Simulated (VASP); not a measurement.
Here is a VASP 6.6.1 calculation.

The input INCAR:

```
SYSTEM = BN
PREC = Accurate
ENCUT = 520
EDIFF = 1E-7
ISMEAR = 0
SIGMA = 0.02
LREAL = .False.
LASPH = .True.
NELM = 100
ALGO = Normal
ISIF = 2
LWAVE = .False.
LCHARG = .False.
GGA = PE
IVDW = 12
NBANDS = 16
```

File KPOINTS:

```
Automatic mesh
0
Gamma
  12 12 4
  0 0 0
```

The input POSCAR:

```
BN
1.0
    2.4975108926      0.0000000000      0.0000000000
   -1.2487554463      2.1629078792      0.0000000000
    0.0000000000      0.0000000000      6.0618963465
B N
2 2
Direct
    0.3333333333      0.6666666667      0.2500000000
    0.6666666667      0.3333333333      0.7500000000
    0.3333333333      0.6666666667      0.7500000000
    0.6666666667      0.3333333333      0.2500000000
```

Potentials or basis: VASP PAW PBE potentials, release 64 (B, N).

Launch:

```console
$ cat potpaw_PBE.64/B/POTCAR potpaw_PBE.64/N/POTCAR > POTCAR
$ mpirun -np 1 vasp_std > vasp.out
```

Question: Predict the pressure.

Answer: 4.2 GPa.

Question: Predict the band gap on the k mesh.

Answer: 4.11 eV, indirect (least direct gap 4.41 eV).

Question: Estimate the dispersion energy per atom.

Answer: -0.158 eV.

Stress tensor (GPa, compression positive):
```
4.37 0.00 0.00
0.00 4.37 0.00
0.00 0.00 4.00
```

 A k mesh can miss the band edges.
